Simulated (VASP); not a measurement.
Crystal: NaErBr4.

```
CELL_PARAMETERS angstrom
5.23057 0.00000 0.00000
0.00000 5.23057 0.00000
0.00000 0.00000 7.43188
ATOMIC_POSITIONS crystal
Na 0.00000 0.00000 0.50000
Er 0.50000 0.50000 0.00000
Br 0.00000 0.50000 0.25794
Br 0.50000 0.00000 0.25794
Br 0.00000 0.50000 0.74206
Br 0.50000 0.00000 0.74206
```

The cell was built from a structure type or drawn by symmetry, and may not be a known phase.

* Program: VASP 6.6.1
* Task: relaxation of cell and atoms
* Functional: PBE
* Potentials or basis: VASP PAW PBE potentials, release 64 (Na_pv, Er_3, Br), 4f in core
* Cutoff: 500 eV
* k mesh: 4 × 4 × 4
* Occupations: gaussian, width 0.1 eV
* Spin: no spin polarisation

At the start: pressure -4.5 GPa; volume 33.89 Å³/atom.

Question: Where does the relaxation end?

Answer: Over 8 steps the energy falls by 144.0 meV/atom and the volume is 29.65 Å³/atom (-12.5 %); space group P4/mmm (No. 123, to 0.1 Å) before and after.

The path:
```csv
step,energy change (eV),largest force (eV/Å),pressure (GPa),volume (Å³)
1,0.0000,1.0455,-4.52,203.33
2,-0.6809,0.6878,-0.97,176.46
3,-0.7231,0.5235,0.69,169.17
4,-0.7857,0.3484,0.59,170.66
5,-0.8517,0.0284,0.54,174.09
6,-0.8530,0.0841,0.56,174.63
7,-0.8623,0.0670,-0.35,179.18
8,-0.8638,0.0268,-0.12,177.93
```

Final structure:
```cif
data_structure
_symmetry_space_group_name_H-M 'P 1'
_symmetry_Int_Tables_number 1
_cell_length_a 4.9534
_cell_length_b 4.9534
_cell_length_c 7.2516
_cell_angle_alpha 90.000
_cell_angle_beta 90.000
_cell_angle_gamma 90.000
_cell_volume 177.93
loop_
_atom_site_label
_atom_site_type_symbol
_atom_site_fract_x
_atom_site_fract_y
_atom_site_fract_z
_atom_site_occupancy
Na1 Na 0.00000 0.00000 0.50000 1
Er1 Er 0.50000 0.50000 0.00000 1
Br1 Br 0.00000 0.50000 0.23316 1
Br2 Br 0.50000 0.00000 0.23316 1
Br3 Br 0.00000 0.50000 0.76684 1
Br4 Br 0.50000 0.00000 0.76684 1
```
